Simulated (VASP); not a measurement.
# BIr12 in VASP: a series of runs

Runs on BIr12. Level: PBE. Tasks: single point.

All numbers are computed with VASP 6.6.1; they aren't measurements. Logs are shortened: lines on timing, memory, paths and dates and some standing lists are left out, and cuts for length are marked.

### Step 1. The cell of the first run

The cell holds a slab with vacuum, 13 atoms: a = 5.431 Å, b = 5.431 Å, c = 15.434 Å, α = 90.00°, β = 90.00°, γ = 60.00°.

### Step 2. Single point, PBE

INCAR

```
SYSTEM = BIr12
PREC = Accurate ; ENCUT = 420
EDIFF = 1E-6 ; ISMEAR = 0
SIGMA = 0.05 ; LREAL = .FALSE.
LASPH = .TRUE. ; NELM = 120
ALGO = Normal ; ISIF = 2
LWAVE = .FALSE. ; LCHARG = .FALSE.
GGA = PE ; NBANDS = 116
GGA_COMPAT = .FALSE. ; NELMDL = -8
```

KPOINTS

```
regular mesh
0
G
  4 4 1
  0 0 0
```

POSCAR

```
BIr12
1.0
    5.4305800000      0.0000000000      0.0000000000
    2.7152900000      4.7030200000      0.0000000000
    0.0000000000      0.0000000000     15.4340500000
Ir B
12 1
Direct
    0.1666666312      0.1666667375      0.0647918077
    0.6666666312      0.1666667375      0.0647918077
    0.1666666312      0.6666667375      0.0647918077
    0.6666666312      0.6666667375      0.0647918077
   -0.1598799309      0.3287832074      0.2092743641
    0.3350227344      0.3324886988      0.2068201153
   -0.1598799583      0.8310968271      0.2092741698
    0.3410126985      0.8294938146      0.2045267444
    0.0276188902     -0.0138094246      0.3547890541
    0.5284477393     -0.0010878117      0.3545635786
    0.0176851625      0.4911575966      0.3490378093
    0.5284476787      0.4726403460      0.3545636434
    0.4348756340      0.7825624811      0.4369881528
```

Potentials or basis: VASP PAW PBE potentials, release 64 (Ir_sv_GW, B).

The run is started by

```sh
$ cat potpaw_PBE.64/Ir_sv_GW/POTCAR potpaw_PBE.64/B/POTCAR > POTCAR
$ mpirun -np 1 vasp_std > vasp.out
```

OUTCAR:

```text
SYSTEM = BIr12
   PREC = Accurate
   ENCUT = 420
   EDIFF = 1E-6
   ISMEAR = 0
   LREAL = .FALSE.
   LASPH = .TRUE.
   NELM = 120
   ISIF = 2
   GGA = PE
   NELMDL = -8

 ion  position               nearest neighbor table
   1  0.167  0.167  0.065-   8 2.68   6 2.70   5 2.71   3 2.72   3 2.72   4 2.72   4 2.72   2 2.72
                             2 2.72
   2  0.667  0.167  0.065-   6 2.69   4 2.72   3 2.72   4 2.72   3 2.72   1 2.72   1 2.72   7 2.73
                             5 2.73
   3  0.167  0.667  0.065-   8 2.68   6 2.70   7 2.71   1 2.72   1 2.72   2 2.72   2 2.72   4 2.72
                             4 2.72
   4  0.667  0.667  0.065-   8 2.65   2 2.72   1 2.72   2 2.72   1 2.72   3 2.72   3 2.72   7 2.74
                             5 2.74
   5  0.840  0.329  0.209-  12 2.68  11 2.69   6 2.70   7 2.70   1 2.71   8 2.72   8 2.72   7 2.73
                             2 2.73   6 2.73   4 2.74   9 2.77
   6  0.335  0.332  0.207-  11 2.65   2 2.69   3 2.70   1 2.70   7 2.70   5 2.70   8 2.72   8 2.72
                             7 2.73   5 2.73  10 2.77  12 2.77
   7  0.840  0.831  0.209-  10 2.68  11 2.69   6 2.70   5 2.70   3 2.71   8 2.72   8 2.72   5 2.73
                             2 2.73   6 2.73   4 2.74   9 2.77
   8  0.341  0.829  0.205-   4 2.65   1 2.68   3 2.68   6 2.72   6 2.72   7 2.72   5 2.72   5 2.72
                             7 2.72   9 2.75  10 2.86  12 2.86
   9  0.028  0.986  0.355-  13 2.30  10 2.68  12 2.68  11 2.72  11 2.72   8 2.75  12 2.75  10 2.75
                             5 2.77   7 2.77
  10  0.528  0.999  0.355-  13 1.96  12 2.57   9 2.68   7 2.68  11 2.71  11 2.73   9 2.75   6 2.77
                            12 2.86   8 2.86
  11  0.018  0.491  0.349-   6 2.65   5 2.69   7 2.69  10 2.71  12 2.71   9 2.72   9 2.72  12 2.73
                            10 2.73
  12  0.528  0.473  0.355-  13 1.96  10 2.57   9 2.68   5 2.68  11 2.71  11 2.73   9 2.75   6 2.77
                            10 2.86   8 2.86
  13  0.435  0.783  0.437-  10 1.96  12 1.96   9 2.30

  LATTYP: Found a hexagonal cell.
 ALAT       =     5.4305797945
 C/A-ratio  =     2.8420630180

  Lattice vectors:

 A1 = (  -2.7152900000,  -4.7030200000,   0.0000000000)
 A2 = (   5.4305800000,   0.0000000000,   0.0000000000)
 A3 = (   0.0000000000,   0.0000000000,  15.4340500000)

Analysis of symmetry for initial positions (statically):
=====================================================================
 Subroutine PRICEL returns:
 Original cell was already a primitive cell.

 Routine SETGRP: Setting up the symmetry group for a
 hexagonal supercell.

 Subroutine GETGRP returns: Found  2 space group operations
 (whereof  2 operations were pure point group operations)
 out of a pool of 24 trial point group operations.

The static configuration has the point symmetry C_1h.

Analysis of symmetry for dynamics (positions and initial velocities):
=====================================================================
 Subroutine PRICEL returns:
 Original cell was already a primitive cell.

 Routine SETGRP: Setting up the symmetry group for a
 hexagonal supercell.

 Subroutine GETGRP returns: Found  2 space group operations
 (whereof  2 operations were pure point group operations)
 out of a pool of 24 trial point group operations.

The dynamic configuration has the point symmetry C_1h.

 Subroutine INISYM returns: Found  2 space group operations
 (whereof  2 operations are pure point group operations),
 and found     1 'primitive' translations

----------------------------------------------------------------------------------------

                                     Primitive cell

  volume of cell :     394.1876

  direct lattice vectors                    reciprocal lattice vectors
     5.430580000  0.000000000  0.000000000     0.184142394 -0.106314666  0.000000000
     2.715290000  4.703020000  0.000000000     0.000000000  0.212629332  0.000000000
     0.000000000  0.000000000 15.434050000     0.000000000  0.000000000  0.064791808

  length of vectors
     5.430580000  5.430579795 15.434050000     0.212629324  0.212629332  0.064791808

  position of ions in fractional coordinates (direct lattice)
     0.166666631  0.166666738  0.064791808
     0.666666631  0.166666738  0.064791808
     0.166666631  0.666666738  0.064791808
     0.666666631  0.666666738  0.064791808
     0.840120069  0.328783207  0.209274364
     0.335022734  0.332488699  0.206820115
     0.840120042  0.831096827  0.209274170
     0.341012699  0.829493815  0.204526744
     0.027618890  0.986190575  0.354789054
     0.528447739  0.998912188  0.354563579
     0.017685163  0.491157597  0.349037809
     0.528447679  0.472640346  0.354563643
     0.434875634  0.782562481  0.436988153

  ion indices of the primitive-cell ions
   primitive index   ion index
                 1           1
                 2           2
                 3           3
                 4           4
                 5           5
                 6           6
                 7           7
                 8           8
                 9           9
                10          10
                11          11
                12          12
                13          13

----------------------------------------------------------------------------------------

 KPOINTS: regular mesh

Automatic generation of k-mesh.
 Grid dimensions read from file:
 generate k-points for:    4    4    1

 Generating k-lattice:

  Cartesian coordinates                     Fractional coordinates (reciprocal lattice)
     0.046035598 -0.026578666  0.000000000     0.250000000  0.000000000  0.000000000
     0.000000000  0.053157333  0.000000000     0.000000000  0.250000000  0.000000000
     0.000000000  0.000000000  0.064791808     0.000000000  0.000000000  1.000000000

  Length of vectors
     0.053157331  0.053157333  0.064791808

  Shift w.r.t. Gamma in fractional coordinates (k-lattice)
     0.000000000  0.000000000  0.000000000

 Subroutine IBZKPT returns following result:
 ===========================================

 Found      7 irreducible k-points:

 Following reciprocal coordinates:
            Coordinates               Weight
  0.000000  0.000000  0.000000      1.000000
  0.250000  0.000000  0.000000      2.000000
  0.250000  0.250000  0.000000      4.000000
  0.500000  0.000000  0.000000      1.000000
  0.500000  0.500000  0.000000      2.000000
  0.500000  0.250000  0.000000      4.000000
  0.250000  0.500000  0.000000      2.000000
   k-points           NKPTS =      7   k-points in BZ     NKDIM =      7   number of bands    NBANDS=    116
   number of dos      NEDOS =    301   number of ions     NIONS =     13
   total plane-waves  NPLWV = 139968
   dimension x,y,z NGX =    36 NGY =   36 NGZ =  108
   dimension x,y,z NGXF=    72 NGYF=   72 NGZF=  216
   ions per type =              12   1
   NGX,Y,Z   is equivalent  to a cutoff of  11.02, 11.02, 11.63 a.u.
   NGXF,Y,Z  is equivalent  to a cutoff of  22.04, 22.04, 23.27 a.u.
 SYSTEM =  BIr12
   PREC   = accura    normal or accurate (medium, high low for compatibility)
   ISTART =      0    job   : 0-new  1-cont  2-samecut
   ICHARG =      2    charge: 1-file 2-atom 10-const
   ISPIN  =      1    spin polarized calculation?
   LNONCOLLINEAR =      F non collinear calculations
   LSORBIT =      F    spin-orbit coupling
   LASPH  =      T    aspherical Exc in radial PAW
   ENCUT  =  420.0 eV  30.87 Ry    5.56 a.u.   9.07  9.07 25.79*2*pi/ulx,y,z
   NELM   =    120;   NELMIN=  2; NELMDL= -8     # of ELM steps
   EDIFF  = 0.1E-05   stopping-criterion for ELM
   LREAL  =      F    real-space projection
   EDIFFG = 0.1E-04   stopping-criterion for IOM
   NSW    =      0    number of steps for IOM
   IBRION =     -1    ionic relax: 0-MD 1-quasi-New 2-CG
   NFREE  =      0    steps in history (QN), initial steepest desc. (CG)
   ISIF   =      2    stress and relaxation
   ISYM   =      2    0-nonsym 1-usesym 2-fastsym
   POTIM  = 0.5000    time-step for ionic-motion
   TEBEG  =    0.0;   TEEND  =   0.0 temperature during run
   PSTRESS=    0.0 pullay stress
   NELECT =     207.0000    total number of electrons
   NUPDOWN=      -1.0000    fix difference up-down
   EMIN   =  10.00;   EMAX   =-10.00  energy-range for DOS
   EFERMI =   0.00;   METHOD = LEGACY
   ISMEAR =     0;   SIGMA  =   0.05  broadening in eV -4-tet -1-fermi 0-gaus
   EFERMI_NEDOS =   21; number of points for ismear=-14 and -15
   IALGO  =     38    algorithm
   IMIX   =      4    mixing-type and parameters
     AMIX     =   0.40;   BMIX     =  1.00
     AMIX_MAG =   1.60;   BMIX_MAG =  1.00
  volume/ion in A,a.u.               =      30.32       204.62
  Fermi-wavevector in a.u.,A,eV,Ry     =   1.320780  2.495913 23.734833  1.744461
  Thomas-Fermi vector in A             =   2.450582
   LORBIT       =      0    0 simple, 1 ext, 2 COOP (PROOUT), +10 PAW based schemes
   GGA     = PE    functional components
   LHFCALC =     F    Hartree Fock is set to
   AEXX    =    0.0000 exact exchange contribution
   IVDW    =     0    specifies the selected vdW correction
   LEPSILON=     F    determine dielectric tensor
   LRPA    =     F    only Hartree local field effects (RPA)
 non-spin polarized calculation
 Gauss-broadening in eV      SIGMA  =   0.05
  energy-cutoff  :      420.00
  volume of cell :      394.19
 maximum number of plane-waves:      7734
   NGX = 19   NGY = 19   NGZ = 51

 number of electron     206.9999996 magnetization

 Free energy of the ion-electron system (eV)
  ---------------------------------------------------
  ext. energy  EPLUGINS =         0.00000000
  ---------------------------------------------------
  free energy    TOTEN  =      -111.95218657 eV

  energy without entropy =     -111.93138112  energy(sigma->0) =     -111.94178384

 E-fermi :   2.6524     XC(G=0):  -7.7387

 val. band max:        2.6273240951   @ k =   0.5000   0.2500   0.0000
 cond. band min:       2.6601500499   @ k =   0.2500   0.2500   0.0000
 fundamental gap:      0.0328259547
 Fermi energy:         2.6523847866

 k-point     1 :       0.0000    0.0000    0.0000
  band No.  band energies     occupation
      1     -90.2742      2.00000
      2     -90.2426      2.00000
      3     -90.2148      2.00000
      4     -90.1955      2.00000
      5     -89.9628      2.00000
      6     -89.9322      2.00000
[... 107 lines left out ...]
    114       4.2300      0.00000
    115       4.2332      0.00000

 k-point     2 :       0.2500    0.0000    0.0000
  band No.  band energies     occupation
      1     -90.2699      2.00000
      2     -90.2426      2.00000
      3     -90.2186      2.00000
      4     -90.1960      2.00000
      5     -89.9617      2.00000
      6     -89.9322      2.00000
[... 582 lines left out ...]
 k-point     7 :       0.2500    0.5000    0.0000
  band No.  band energies     occupation
      1     -90.2589      2.00000
      2     -90.2537      2.00000
      3     -90.2150      2.00000
      4     -90.1995      2.00000
      5     -89.9556      2.00000
      6     -89.9383      2.00000
[... 107 lines left out ...]
    114       3.5302      0.00000
    115       3.7622      0.00000
 [bands above 115 left out]

------------------------ aborting loop because EDIFF is reached ----------------------------------------

  FORCE on cell =-STRESS in cart. coord.  units (eV):
  Direction    XX          YY          ZZ          XY          YZ          ZX
  --------------------------------------------------------------------------------------
  -------------------------------------------------------------------------------------
  Total       -7.8135659     -6.3240939     -2.9968522      1.2899200      1.3725991     -2.3774117
  in kB      -31.7582758    -25.7043097    -12.1807199      5.2428859      5.5789357     -9.6630010
  external PRESSURE =     -23.2144351 kB  Pullay stress =       0.0000000 kB

 VOLUME and BASIS-vectors are now :
 -----------------------------------------------------------------------------
  energy-cutoff  :      420.00
  volume of cell :      394.19
      direct lattice vectors                 reciprocal lattice vectors
     5.430580000  0.000000000  0.000000000     0.184142394 -0.106314666  0.000000000
     2.715290000  4.703020000  0.000000000     0.000000000  0.212629332  0.000000000
     0.000000000  0.000000000 15.434050000     0.000000000  0.000000000  0.064791808

 POSITION                                       TOTAL-FORCE (eV/Angst)
 -----------------------------------------------------------------------------------
      1.35764      0.78384      1.00000        -0.017059     -0.201789     -0.039099
      4.07293      0.78384      1.00000         0.126291     -0.072914     -0.010761
      2.71529      3.13535      1.00000         0.166225      0.115668     -0.039099
      5.43058      3.13535      1.00000        -0.070337      0.040609      0.139637
      5.45508      1.54627      3.22995         0.051005     -0.032135      0.007458
      2.72217      1.56370      3.19207         0.042994     -0.024823     -0.017109
      6.81901      3.90866      3.22995         0.053332     -0.028104      0.007458
      4.10421      3.90113      3.15668         0.046457     -0.026822      0.050297
      2.82778      4.63807      5.47583         0.087391     -0.050455      0.183453
      5.58211      4.69790      5.47235         0.129709     -0.043053     -0.062047
      1.42968      2.30992      5.38707         0.087128     -0.050303     -0.041041
      4.15313      2.22284      5.47235         0.102140     -0.090805     -0.062047
      4.48651      3.68041      6.74450        -0.805275      0.464926     -0.117099
 -----------------------------------------------------------------------------------
    total drift:                               -0.012504     -0.021359     -0.001227

  FREE ENERGIE OF THE ION-ELECTRON SYSTEM (eV)
  ---------------------------------------------------
  free  energy   TOTEN  =      -111.9521865662 eV

  energy  without entropy=     -111.9313811160  energy(sigma->0) =     -111.94178384
```

It took 9.4 min on 1 thread of Intel Xeon 6975P-C (Granite Rapids), shared host; peak memory 0.45 GiB.

Results:

```yaml
Free_energy: -111.9522 eV
Largest_force: 0.937 eV/Å
Band_gap_on_the_k_mesh: zero (an odd number of electrons rules out a gap without spin polarisation)
```

Forces on the atoms (eV/Å):
```
Ir  -0.017 -0.202 -0.039
Ir   0.126 -0.073 -0.011
Ir   0.166  0.116 -0.039
Ir  -0.070  0.041  0.140
Ir   0.051 -0.032  0.007
Ir   0.043 -0.025 -0.017
Ir   0.053 -0.028  0.007
Ir   0.046 -0.027  0.050
Ir   0.087 -0.050  0.183
Ir   0.130 -0.043 -0.062
Ir   0.087 -0.050 -0.041
Ir   0.102 -0.091 -0.062
B   -0.805  0.465 -0.117
```

Caveat: there is no dipole correction, which matters where the two faces differ; spin-orbit coupling is left out, which moves the levels of the heavy elements.

### Step 3. Single point, PBE

INCAR

```
PREC = Accurate
ENCUT = 420
EDIFF = 1E-6
ISMEAR = 0
SIGMA = 0.05
LREAL = False
LASPH = True
NELM = 120
ALGO = Normal
ISIF = 2
LWAVE = False
LCHARG = True
GGA = PE
LELF = True
LVHAR = True
NBANDS = 116
GGA_COMPAT = False
NELMDL = -8
```

KPOINTS

```
regular mesh
0
Gamma
  4 4 1
```

POSCAR

```
BIr12
1.0
    5.4305800000      0.0000000000      0.0000000000
    2.7152900000      4.7030200000      0.0000000000
    0.0000000000      0.0000000000     15.4340500000
Ir B
12 1
Direct
    0.1666666312      0.1666667375      0.0647918077
    0.6666666312      0.1666667375      0.0647918077
    0.1666666312      0.6666667375      0.0647918077
    0.6666666312      0.6666667375      0.0647918077
   -0.1582714045      0.3283235028      0.2090517395
    0.3371303270      0.3314414993      0.2067754737
   -0.1583267223      0.8300770569      0.2092123584
    0.3423255308      0.8287957525      0.2046804954
    0.0263175566     -0.0131222066      0.3557295072
    0.5297018555     -0.0022370732      0.3545325433
    0.0194154135      0.4902401010      0.3487351019
    0.5298641316      0.4723114084      0.3545011841
    0.4066297642      0.7964952307      0.4354403413
```

Potentials or basis: VASP PAW PBE potentials, release 64 (Ir_sv_GW, B).

The run is started by

```sh
$ cat potpaw_PBE.64/Ir_sv_GW/POTCAR potpaw_PBE.64/B/POTCAR > POTCAR
$ mpirun -np 1 vasp_std > vasp.out
```

Run time: 26 min. Hardware: 1 thread of AMD EPYC 7R43 (Zen 3), shared host; peak memory 0.44 GiB.

Results (log left out):

| Property | Result |
| --- | --- |
| Free energy | -112.0791 eV |
| Largest force | 0.785 eV/Å |
| Band gap on the k mesh | zero (an odd number of electrons rules out a gap without spin polarisation) |

Forces on the atoms (eV/Å):
```
Ir  -0.004 -0.227 -0.012
Ir   0.151 -0.092 -0.011
Ir   0.190  0.120 -0.007
Ir  -0.066  0.043  0.114
Ir   0.062 -0.018 -0.014
Ir   0.060 -0.035  0.020
Ir   0.047 -0.047 -0.030
Ir   0.040 -0.021  0.058
Ir   0.003 -0.006  0.141
Ir   0.074 -0.018 -0.035
Ir   0.056 -0.032 -0.010
Ir   0.049 -0.053 -0.039
B   -0.662  0.384 -0.176
```

Levels at points of the mesh, in eV from the Fermi level:
| k point | band 103 | band 104 | band 105 | band 106 | band 107 | band 108 |
| --- | --- | --- | --- | --- | --- | --- |
| (0.00, 0.00, 0.00) | 0.54 | 0.70 | 0.78 | 0.83 | 1.05 | 1.08 |
| (0.50, 0.00, 0.00) | -0.69 | -0.54 | -0.41 | -0.28 | 0.14 | 0.19 |
| (0.50, 0.50, 0.00) | -0.63 | -0.56 | -0.44 | -0.35 | 0.11 | 0.27 |
| (0.00, 0.50, 0.00) | -0.62 | -0.56 | -0.44 | -0.35 | 0.11 | 0.27 |

Caveat: there is no dipole correction, which matters where the two faces differ; spin-orbit coupling is left out, which moves the levels of the heavy elements.

The gap in the log of VASP goes by the Fermi energy; the results here count the filled bands.